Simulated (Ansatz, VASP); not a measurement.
**Ca2AlO2 in VASP and in Ansatz**

```
CELL_PARAMETERS angstrom
3.60321 0.00000 0.00000
-1.80160 3.12047 0.00000
0.00000 0.00000 6.39728
ATOMIC_POSITIONS crystal
Ca 0.33333 0.66667 0.79120
Ca 0.66667 0.33333 0.20880
Al 0.00000 0.00000 0.50000
O 0.33333 0.66667 0.12524
O 0.66667 0.33333 0.87476
```

Change from the starting cell: species swapped into the Dy2SeO2 type (P-3m1, No. 164).

Alike in both runs: task single point; functional PBE; k mesh 6 × 6 × 4; occupations gaussian, width 0.1 eV; no spin polarisation.

|  | VASP | Ansatz |
| --- | --- | --- |
| version | VASP 6.6.1 | Ansatz 0.2.0 |
| potentials or method | VASP PAW PBE potentials, release 64 (Ca_sv, Al, O), cutoff 520 eV | scalar-relativistic, plane waves, PAW |
| valence electrons in the cell | 35 | 35 |

```tsv
	VASP	Ansatz	Ansatz less VASP
gap on the k mesh at the Fermi level (eV)	none	none	-
pressure (GPa)	26.2	25.4	-0.79
traceless stress, the component that is largest in VASP (GPa)	3.58	3.64	+0.060
rms of the force components (eV/Å)	1.151	1.173	+0.0228
```

Atom by atom the forces differ by 0.040 eV/Å (rms over components). A gap of «none» marks a metal or a gap that the smearing closes.
